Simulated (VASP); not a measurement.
The system is V.

```xyz
1
Lattice="-1.4627 1.4627 1.4627 1.4627 -1.4627 1.4627 1.4627 1.4627 -1.4627" Properties=species:S:1:pos:R:3 pbc="T T T"
V     0.0000    0.0000    0.0000
```

Base run:

* Program: VASP 6.6.1
* Functional: LDA
* Potentials or basis: VASP PAW LDA potentials, release 64 (V_sv)
* Cutoff: 500 eV
* k mesh: 22 × 22 × 22
* Occupations: gaussian, width 0.05 eV
* Spin: no spin polarisation

Its results: pressure 0.4 GPa.

Q: The run is repeated on the same cell with these changes: cutoff from 500 eV to 400 eV; further incar settings from ALGO = Normal; EDIFF = 1e-06; NBANDS = 12 to ALGO = Normal; EDIFF = 1e-08; NBANDS = 12. What comes out?

A: Pressure -1.0 GPa.
